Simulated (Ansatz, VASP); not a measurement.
# Hg: VASP beside Ansatz

The input INCAR:

```
ALGO     = Normal         # electronic algorithm
EDIFF    = 1E-6           # SCF threshold, eV
ENCUT    = 520            # plane-wave cutoff, eV
GGA      = RE             # functional
ISIF     = 2              # what is computed and relaxed
ISMEAR   = 1              # smearing method
IVDW     = 13             # dispersion correction
LASPH    = True           # aspherical terms in the spheres
LCHARG   = False          # write CHGCAR
LREAL    = False          # projectors in reciprocal space
LWAVE    = False          # write WAVECAR
NBANDS   = 19             # bands
NELM     = 60             # most SCF steps
PREC     = Accurate       # precision mode
SIGMA    = 0.1            # smearing width, eV
```

File KPOINTS:

```
k-points
0
Gamma
  9 9 5
```

POSCAR

```
Hg
1.0
    3.4618096384      0.0000000000      0.0000000000
   -1.7309048192      2.9980150899      0.0000000000
    0.0000000000      0.0000000000      5.4875482800
Hg
2
Direct
    0.3333333333      0.6666666667      0.2500000000
    0.6666666667      0.3333333333      0.7500000000
```

The input input.yaml:

```yaml
crystal:
  lattice:
    - [3.4618096384, 0.0, 0.0]
    - [-1.7309048192, 2.9980150899, 0.0]
    - [0.0, 0.0, 5.48754828]
  atoms:
    - { symbol: Hg, position: [0.3333333333, 0.6666666667, 0.25] }
    - { symbol: Hg, position: [0.6666666667, 0.3333333333, 0.75] }
hamiltonian:
  xc: revpbe
  pseudopotentials: { kind: paw }
  dispersion: d4
kpoints:
  mp_grid: { grid: [9, 9, 5] }
scf:
  occupations: { method: methfessel_paxton, width: 0.1 }
output:
  forces: true
  stress: true
  eigenvalues: true
  write_density: true
  write_potential: true
  elf: true
  volumetric_format: npy
```

Alike in both runs: task single point; functional revPBE; dispersion D4; k mesh 9 × 9 × 5; occupations methfessel-paxton of order 1, width 0.1 eV; no spin polarisation.

|  | VASP | Ansatz |
| --- | --- | --- |
| version | VASP 6.6.1 | Ansatz 0.2.0 |
| potentials or method | VASP PAW PBE potentials, release 64 (Hg) | Ansatz PAW |
| plane-wave cutoff (eV) | 520 | 420 |
| valence electrons in the cell | 24 | 40 |

```csv
,VASP,Ansatz,Ansatz less VASP
gap on the k mesh at the Fermi level (eV),none,none,-
pressure (GPa),-0.3,-0.4,-0.09
"traceless stress, the component that is largest in VASP (GPa)",0.14,0.13,-0.009
```

VASP's potentials were made for PBE, not for revPBE. A gap of «none» marks a metal or a gap that the smearing closes. VASP's potentials hold 24 valence electrons a cell and Ansatz's 40, so a difference there can come from the potentials and not from the codes.

Spin-orbit coupling is off throughout.
